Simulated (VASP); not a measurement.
# TiSi2 (Cmcm) in VASP: notebook

TiSi2 is run at these levels: PBEsol; tasks: single point.

Program: VASP 6.6.1. These are calculated values, not measurements. Logs are shortened: lines on timing, memory, paths and dates and some standing lists are left out, and cuts for length are marked.

### 1 The cell of the first run

Symmetry: Cmcm, No. 63, orthorhombic system. Conventional cell: a = 3.546 Å, b = 13.544 Å, c = 3.580 Å, α = 90.00°, β = 90.00°, γ = 90.00°. Ti (site symmetry m2m) has 10 Si at 2.59 to 2.83 Å and 2 Ti at 3.32 Å within 3.4 Å. Within 3.2 Å of Si (site symmetry m2m) lie 6 Si at 2.41 to 3.14 Å and 6 Ti at 2.59 to 2.83 Å. Within 3.3 Å of Si (site symmetry m2m) lie 8 Si at 2.52 to 3.14 Å and 4 Ti at 2.67 Å.

### 2 Single point, PBEsol (volume scaled by 1.03, then relaxed in part)

Input file INCAR:

```
PREC = Accurate ; ENCUT = 520
EDIFF = 1E-7 ; ISMEAR = 0
SIGMA = 0.1 ; LREAL = F
LASPH = T ; NELM = 100
ALGO = Normal ; ISIF = 2
LWAVE = F ; LCHARG = T
GGA = PS ; LELF = T
LVHAR = T ; NBANDS = 29
```

Input file KPOINTS:

```
regular mesh
0
Gamma
  10 10 10
```

Input file POSCAR:

```
TiSi2
1.0
    1.7728092906     -6.7719281455      0.0000000000
    1.7728092906      6.7719281455      0.0000000000
    0.0000000000      0.0000000000      3.5803079432
Ti Si
2 4
Direct
    0.8968762162      0.1031237838      0.7500000000
    0.1031237838      0.8968762162      0.2500000000
    0.5592923772      0.4407076228      0.7500000000
    0.4407076228      0.5592923772      0.2500000000
    0.2498145226      0.7501854774      0.7500000000
    0.7501854774      0.2498145226      0.2500000000
```

Potentials or basis: VASP PAW PBE potentials, release 64 (Ti_sv, Si).

On the command line:

```console
$ cat potpaw_PBE.64/Ti_sv/POTCAR potpaw_PBE.64/Si/POTCAR > POTCAR
$ mpirun -np 1 vasp_std > vasp.out
```

OUTCAR:

```text
PREC = Accurate
   ENCUT = 520
   EDIFF = 1E-7
   ISMEAR = 0
   LREAL = F
   LASPH = T
   NELM = 100
   ISIF = 2
   GGA = PS

 ion  position               nearest neighbor table
   1  0.897  0.103  0.750-   4 2.59   4 2.59   4 2.59   4 2.59   5 2.67   5 2.67   6 2.67   6 2.67
                             3 2.83   3 2.83
   2  0.103  0.897  0.250-   3 2.59   3 2.59   3 2.59   3 2.59   6 2.67   6 2.67   5 2.67   5 2.67
                             4 2.83   4 2.83
   3  0.559  0.441  0.750-   4 2.41   4 2.41   2 2.59   2 2.59   2 2.59   2 2.59   1 2.83   1 2.83
                             5 3.13   5 3.13   6 3.14   6 3.14
   4  0.441  0.559  0.250-   3 2.41   3 2.41   1 2.59   1 2.59   1 2.59   1 2.59   2 2.83   2 2.83
                             6 3.13   6 3.13   5 3.14   5 3.14
   5  0.250  0.750  0.750-   6 2.52   6 2.52   6 2.52   6 2.52   1 2.67   1 2.67   2 2.67   2 2.67
                             3 3.13   3 3.13   4 3.14   4 3.14
   6  0.750  0.250  0.250-   5 2.52   5 2.52   5 2.52   5 2.52   2 2.67   2 2.67   1 2.67   1 2.67
                             4 3.13   4 3.13   3 3.14   3 3.14

  LATTYP: Found a base centered orthorhombic cell.
 ALAT       =     3.5456185812
 B/A-ratio  =     3.8198852981
 C/A-ratio  =     1.0097837264

  Lattice vectors:

 A1 = (   1.7728092906,  -6.7719281455,   0.0000000000)
 A2 = (   1.7728092906,   6.7719281455,   0.0000000000)
 A3 = (   0.0000000000,   0.0000000000,   3.5803079432)

Analysis of symmetry for initial positions (statically):
=====================================================================
 Subroutine PRICEL returns:
 Original cell was already a primitive cell.

 Routine SETGRP: Setting up the symmetry group for a
 base centered orthorhombic supercell.

 Subroutine GETGRP returns: Found  8 space group operations
 (whereof  4 operations were pure point group operations)
 out of a pool of  8 trial point group operations.

The static configuration has the point symmetry C_2h.
 The point group associated with its full space group is D_2h.

Analysis of symmetry for dynamics (positions and initial velocities):
=====================================================================
 Subroutine PRICEL returns:
 Original cell was already a primitive cell.

 Routine SETGRP: Setting up the symmetry group for a
 base centered orthorhombic supercell.

 Subroutine GETGRP returns: Found  8 space group operations
 (whereof  4 operations were pure point group operations)
 out of a pool of  8 trial point group operations.

The dynamic configuration has the point symmetry C_2h.
 The point group associated with its full space group is D_2h.

 Subroutine INISYM returns: Found  8 space group operations
 (whereof  4 operations are pure point group operations),
 and found     1 'primitive' translations

----------------------------------------------------------------------------------------

                                     Primitive cell

  volume of cell :      85.9656

  direct lattice vectors                    reciprocal lattice vectors
     1.772809291 -6.771928146  0.000000000     0.282038233 -0.073834215  0.000000000
     1.772809291  6.771928146  0.000000000     0.282038233  0.073834215  0.000000000
     0.000000000  0.000000000  3.580307943     0.000000000  0.000000000  0.279305584

  length of vectors
     7.000133112  7.000133112  3.580307943     0.291542546  0.291542546  0.279305584

  position of ions in fractional coordinates (direct lattice)
     0.896876216  0.103123784  0.750000000
     0.103123784  0.896876216  0.250000000
     0.559292377  0.440707623  0.750000000
     0.440707623  0.559292377  0.250000000
     0.249814523  0.750185477  0.750000000
     0.750185477  0.249814523  0.250000000

  ion indices of the primitive-cell ions
   primitive index   ion index
                 1           1
                 2           2
                 3           3
                 4           4
                 5           5
                 6           6

----------------------------------------------------------------------------------------

 KPOINTS: regular mesh

Automatic generation of k-mesh.
 Grid dimensions read from file:
 generate k-points for:   10   10   10

 Generating k-lattice:

  Cartesian coordinates                     Fractional coordinates (reciprocal lattice)
     0.028203823 -0.007383422  0.000000000     0.100000000 -0.000000000  0.000000000
     0.028203823  0.007383422  0.000000000    -0.000000000  0.100000000  0.000000000
     0.000000000  0.000000000  0.027930558     0.000000000  0.000000000  0.100000000

  Length of vectors
     0.029154255  0.029154255  0.027930558

  Shift w.r.t. Gamma in fractional coordinates (k-lattice)
     0.000000000  0.000000000  0.000000000

 Subroutine IBZKPT returns following result:
 ===========================================

 Found    186 irreducible k-points:

 Following reciprocal coordinates:
            Coordinates               Weight
  0.000000  0.000000  0.000000      1.000000
  0.100000 -0.000000  0.000000      4.000000
  0.200000 -0.000000  0.000000      4.000000
  0.300000 -0.000000  0.000000      4.000000
  0.400000 -0.000000  0.000000      4.000000
  0.500000 -0.000000  0.000000      2.000000
[... 16 lines left out ...]
  0.300000  0.300000  0.000000      2.000000
  0.400000  0.300000  0.000000      4.000000
 [... further k-points ...]
   k-points           NKPTS =    186   k-points in BZ     NKDIM =    186   number of bands    NBANDS=     29
   number of dos      NEDOS =    301   number of ions     NIONS =      6
   total plane-waves  NPLWV =  81648
   dimension x,y,z NGX =    54 NGY =   54 NGZ =   28
   dimension x,y,z NGXF=   108 NGYF=  108 NGZF=   56
   ions per type =               2   4
   NGX,Y,Z   is equivalent  to a cutoff of  12.82, 12.82, 13.00 a.u.
   NGXF,Y,Z  is equivalent  to a cutoff of  25.65, 25.65, 26.00 a.u.
 SYSTEM =  unknown system
   PREC   = accura    normal or accurate (medium, high low for compatibility)
   ISTART =      0    job   : 0-new  1-cont  2-samecut
   ICHARG =      2    charge: 1-file 2-atom 10-const
   ISPIN  =      1    spin polarized calculation?
   LNONCOLLINEAR =      F non collinear calculations
   LSORBIT =      F    spin-orbit coupling
   LASPH  =      T    aspherical Exc in radial PAW
   ENCUT  =  520.0 eV  38.22 Ry    6.18 a.u.  13.02 13.02  6.66*2*pi/ulx,y,z
   NELM   =    100;   NELMIN=  2; NELMDL= -5     # of ELM steps
   EDIFF  = 0.1E-06   stopping-criterion for ELM
   LREAL  =      F    real-space projection
   EDIFFG = 0.1E-05   stopping-criterion for IOM
   NSW    =      0    number of steps for IOM
   IBRION =     -1    ionic relax: 0-MD 1-quasi-New 2-CG
   NFREE  =      0    steps in history (QN), initial steepest desc. (CG)
   ISIF   =      2    stress and relaxation
   ISYM   =      2    0-nonsym 1-usesym 2-fastsym
   POTIM  = 0.5000    time-step for ionic-motion
   TEBEG  =    0.0;   TEEND  =   0.0 temperature during run
   PSTRESS=    0.0 pullay stress
   NELECT =      40.0000    total number of electrons
   NUPDOWN=      -1.0000    fix difference up-down
   EMIN   =  10.00;   EMAX   =-10.00  energy-range for DOS
   EFERMI =   0.00;   METHOD = LEGACY
   ISMEAR =     0;   SIGMA  =   0.10  broadening in eV -4-tet -1-fermi 0-gaus
   EFERMI_NEDOS =   21; number of points for ismear=-14 and -15
   IALGO  =     38    algorithm
   IMIX   =      4    mixing-type and parameters
     AMIX     =   0.40;   BMIX     =  1.00
     AMIX_MAG =   1.60;   BMIX_MAG =  1.00
  volume/ion in A,a.u.               =      14.33        96.69
  Fermi-wavevector in a.u.,A,eV,Ry     =   1.268586  2.397280 21.895998  1.609310
  Thomas-Fermi vector in A             =   2.401673
   LORBIT       =      0    0 simple, 1 ext, 2 COOP (PROOUT), +10 PAW based schemes
   GGA     = PS    functional components
   LHFCALC =     F    Hartree Fock is set to
   AEXX    =    0.0000 exact exchange contribution
   IVDW    =     0    specifies the selected vdW correction
   LEPSILON=     F    determine dielectric tensor
   LRPA    =     F    only Hartree local field effects (RPA)
 non-spin polarized calculation
 Gauss-broadening in eV      SIGMA  =   0.10
  energy-cutoff  :      520.00
  volume of cell :       85.97
 maximum number of plane-waves:      2334
 NGX is ok and might be reduce to    54
   NGX = 25   NGY = 25   NGZ = 13

 number of electron      40.0000005 magnetization

 Free energy of the ion-electron system (eV)
  ---------------------------------------------------
  ext. energy  EPLUGINS =         0.00000000
  ---------------------------------------------------
  free energy    TOTEN  =       -43.66794562 eV

  energy without entropy =      -43.66043429  energy(sigma->0) =      -43.66418996

 E-fermi :  10.3227     XC(G=0): -11.6859

 val. band max:       10.3166504065   @ k =   0.5000   0.2000   0.0000
 cond. band min:      10.3235836666   @ k =  -0.1000   0.1000   0.3000
 fundamental gap:      0.0069332601
 Fermi energy:        10.3227000708

 k-point     1 :       0.0000    0.0000    0.0000
  band No.  band energies     occupation
      1     -46.2647      2.00000
      2     -46.2555      2.00000
      3     -22.7131      2.00000
      4     -22.6792      2.00000
      5     -22.6740      2.00000
      6     -22.6665      2.00000
[... 21 lines left out ...]
     28      13.2537      0.00000
     29      13.4517      0.00000

 k-point     2 :       0.1000   -0.0000    0.0000
  band No.  band energies     occupation
      1     -46.2643      2.00000
      2     -46.2551      2.00000
      3     -22.7118      2.00000
      4     -22.6862      2.00000
      5     -22.6734      2.00000
      6     -22.6729      2.00000
[... 21 lines left out ...]
     28      13.3351      0.00000
     29      13.4306      0.00000

 k-point     3 :       0.2000   -0.0000    0.0000
  band No.  band energies     occupation
      1     -46.2632      2.00000
      2     -46.2542      2.00000
      3     -22.7089      2.00000
      4     -22.7043      2.00000
      5     -22.6897      2.00000
      6     -22.6716      2.00000
[... 21 lines left out ...]
     28      13.4059      0.00000
     29      13.9342      0.00000

 k-point     4 :       0.3000   -0.0000    0.0000
  band No.  band energies     occupation
      1     -46.2619      2.00000
      2     -46.2529      2.00000
      3     -22.7276      2.00000
      4     -22.7105      2.00000
      5     -22.7042      2.00000
      6     -22.6694      2.00000
[... 21 lines left out ...]
     28      13.2919      0.00000
     29      14.4545      0.00000

 k-point     5 :       0.4000   -0.0000    0.0000
  band No.  band energies     occupation
      1     -46.2608      2.00000
      2     -46.2520      2.00000
      3     -22.7459      2.00000
      4     -22.7270      2.00000
      5     -22.7010      2.00000
      6     -22.6676      2.00000
[... 21 lines left out ...]
     28      13.2468      0.00000
     29      13.8080      0.00000
[... 510 lines left out ...]
     28      13.6525      0.00000
     29      14.0881      0.00000

 k-point    22 :      -0.2000    0.2000    0.0000
  band No.  band energies     occupation
      1     -46.2647      2.00000
      2     -46.2556      2.00000
      3     -22.7111      2.00000
      4     -22.6794      2.00000
      5     -22.6738      2.00000
      6     -22.6663      2.00000
[... 21 lines left out ...]
     28      13.6652      0.00000
     29      13.9987      0.00000

 k-point    23 :       0.3000    0.3000    0.0000
  band No.  band energies     occupation
      1     -46.2608      2.00000
      2     -46.2520      2.00000
      3     -22.7461      2.00000
      4     -22.7269      2.00000
      5     -22.6997      2.00000
      6     -22.6675      2.00000
[... 21 lines left out ...]
     28      13.4189      0.00000
     29      13.6148      0.00000

 k-point    24 :       0.4000    0.3000    0.0000
  band No.  band energies     occupation
      1     -46.2618      2.00000
      2     -46.2530      2.00000
      3     -22.7281      2.00000
      4     -22.7102      2.00000
      5     -22.7013      2.00000
      6     -22.6691      2.00000
[... 21 lines left out ...]
     28      13.6038      0.00000
     29      13.6617      0.00000

 [... further k-points ...]
[... 5 lines left out ...]
  --------------------------------------------------------------------------------------
  -------------------------------------------------------------------------------------
  Total       -1.9809730     -1.9945726     -1.9530731      0.0000000     -0.0000000      0.0000000
  in kB      -36.9202309    -37.1736914    -36.4002488      0.0000000     -0.0000000      0.0000000
  external PRESSURE =     -36.8313904 kB  Pullay stress =       0.0000000 kB

 VOLUME and BASIS-vectors are now :
 -----------------------------------------------------------------------------
  energy-cutoff  :      520.00
  volume of cell :       85.97
      direct lattice vectors                 reciprocal lattice vectors
     1.772809291 -6.771928146  0.000000000     0.282038233 -0.073834215  0.000000000
     1.772809291  6.771928146  0.000000000     0.282038233  0.073834215  0.000000000
     0.000000000  0.000000000  3.580307943     0.000000000  0.000000000  0.279305584

 POSITION                                       TOTAL-FORCE (eV/Angst)
 -----------------------------------------------------------------------------------
      1.77281     -5.37523      2.68523         0.000000     -0.001416      0.000000
      1.77281      5.37523      0.89508         0.000000      0.001416      0.000000
      1.77281     -0.80305      2.68523         0.000000      0.005484     -0.000000
      1.77281      0.80305      0.89508         0.000000     -0.005484      0.000000
      1.77281      3.38848      2.68523         0.000000      0.000154      0.000000
      1.77281     -3.38848      0.89508         0.000000     -0.000154     -0.000000
 -----------------------------------------------------------------------------------
    total drift:                                0.000000      0.000000      0.000000

  FREE ENERGIE OF THE ION-ELECTRON SYSTEM (eV)
  ---------------------------------------------------
  free  energy   TOTEN  =       -43.6679456239 eV

  energy  without entropy=      -43.6604342900  energy(sigma->0) =      -43.66418996
```

Wall time 7.2 min (1 thread of Intel Xeon 6975P-C (Granite Rapids), shared host); peak memory 0.54 GiB.

Results:

| Quantity | Value |
| --- | --- |
| Free energy | -43.6679 eV |
| Pressure | -3.7 GPa |
| Largest force | 0.005 eV/Å |
| Band gap on the k mesh | zero (band 20 reaches 10.80 eV, above the bottom of band 21 at 9.80 eV) |

Forces on the atoms (eV/Å):
```
Ti   0.000 -0.001  0.000
Ti   0.000  0.001  0.000
Si   0.000  0.005  0.000
Si   0.000 -0.005  0.000
Si   0.000  0.000  0.000
Si   0.000  0.000  0.000
```

Caveat: the PAW data sets were made with another functional, which shifts forces and pressure a little.

(Part 1 of 2 ends here.)
